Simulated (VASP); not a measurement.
A run of VASP 6.6.1 is set up as follows.

Contents of INCAR:

```
SYSTEM = Ge2Sb2Te5
  ALGO = Normal
  EDIFF = 1E-7
  ENCUT = 520
  GGA = CA
  ISIF = 2
  ISMEAR = 0
  LASPH = .True.
  LCHARG = .False.
  LREAL = .False.
  LWAVE = .False.
  NBANDS = 44
  NELM = 80
  PREC = Accurate
  SIGMA = 0.05
```

The input KPOINTS:

```
k-points
0
Gamma
  10 10 2
  0 0 0
```

POSCAR

```
Ge2Sb2Te5
1.0
    4.1349400957      0.0000000000      0.0000000000
   -2.0674700478      3.5809631660      0.0000000000
    0.0000000000      0.0000000000     17.3354223344
Ge Sb Te
2 2 5
Direct
    0.3333333333      0.6666666667      0.4514350620
    0.6666666667      0.3333333333      0.5485649380
    0.3333333333      0.6666666667      0.1149472102
    0.6666666667      0.3333333333      0.8850527898
    0.0000000000      0.0000000000      0.0000000000
    0.3333333333      0.6666666667      0.7847686749
    0.6666666667      0.3333333333      0.2152313251
    0.0000000000      0.0000000000      0.3691829141
    0.0000000000      0.0000000000      0.6308170859
```

Potentials or basis: VASP PAW LDA potentials, release 64 (Ge_d, Sb, Te).

Launch:

```bash
$ cat potpaw_LDA.64/Ge_d/POTCAR potpaw_LDA.64/Sb/POTCAR potpaw_LDA.64/Te/POTCAR > POTCAR
$ mpirun -np 1 vasp_std > vasp.out
```

Predict the largest force.

0.057 eV/Å.

Predict the pressure.

0.2 GPa.

Forces on the atoms (eV/Å):
```
Ge   0.000  0.000  0.026
Ge   0.000  0.000 -0.026
Sb   0.000  0.000 -0.044
Sb   0.000  0.000  0.044
Te   0.000  0.000  0.000
Te   0.000  0.000 -0.057
Te   0.000  0.000  0.057
Te   0.000  0.000 -0.029
Te   0.000  0.000  0.029
```
